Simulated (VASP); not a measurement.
Wanted: the native input for a VASP 6.6.1 run.

```
Task                   : single point
Functional             : PBE
Potentials or basis    : VASP PAW PBE potentials, release 64 (Mg_sv, Ge_d)
Cutoff                 : 750 eV
k mesh                 : 5 × 5 × 3, shifted
Occupations            : gaussian, width 0.2846 eV
Spin                   : no spin polarisation
Dipole correction      : no
Mended                 : yes
Further INCAR settings : ALGO = Normal; EDIFF = 1e-06; NBANDS = 37; ISYM = 0
```

The structure of Mg3Ge2 lies in POSCAR:

```
Mg3Ge2
1.0
    2.1009340000      3.6389200000      0.0000000000
   -2.1009340000      3.6389200000      0.0000000000
    0.0000000000      0.0000000000      6.6423140000
Mg Ge
3 2
Direct
    0.0000000000      0.0000000000      0.0000000000
    0.3333000000      0.3334000000      0.6300000000
    0.6667000000      0.6666000000      0.3700000000
    0.3333000000      0.3334000000      0.2350000000
    0.6667000000      0.6666000000      0.7650000000
```

One way to write it, as run:

INCAR

```
  PREC = Accurate
  ENCUT = 750
  EDIFF = 1E-6
  ISMEAR = 0
  SIGMA = 0.2846
  LREAL = F
  LASPH = T
  NELM = 120
  ALGO = Normal
  ISIF = 2
  LWAVE = F
  LCHARG = T
  GGA = PE
  LELF = T
  LVHAR = T
  NBANDS = 37
  ISYM = 0
  GGA_COMPAT = F
```

KPOINTS

```
Automatic mesh
0
Gamma
  5 5 3
  0.5 0.5 0.5
```

Potentials or basis: VASP PAW PBE potentials, release 64 (Mg_sv, Ge_d).

The run is started by

```console
$ cat potpaw_PBE.64/Mg_sv/POTCAR potpaw_PBE.64/Ge_d/POTCAR > POTCAR
$ mpirun -np 1 vasp_std > vasp.out
```

Results of the run:

```
Pressure               : 6.2 GPa
Largest force          : 1.080 eV/Å
Band gap on the k mesh : zero (bands 29 and 30 overlap by 1.81 eV)
```

Caveat: the cell stands under pressure; forces of over 1 eV/Å act on the atoms, so gaps and moduli don't describe the material at rest.

Run time: 6.1 min on 1 thread of Intel(R) Xeon(R) 6975P-C (Granite Rapids), with other jobs on the host, peak memory 0.71 GiB.
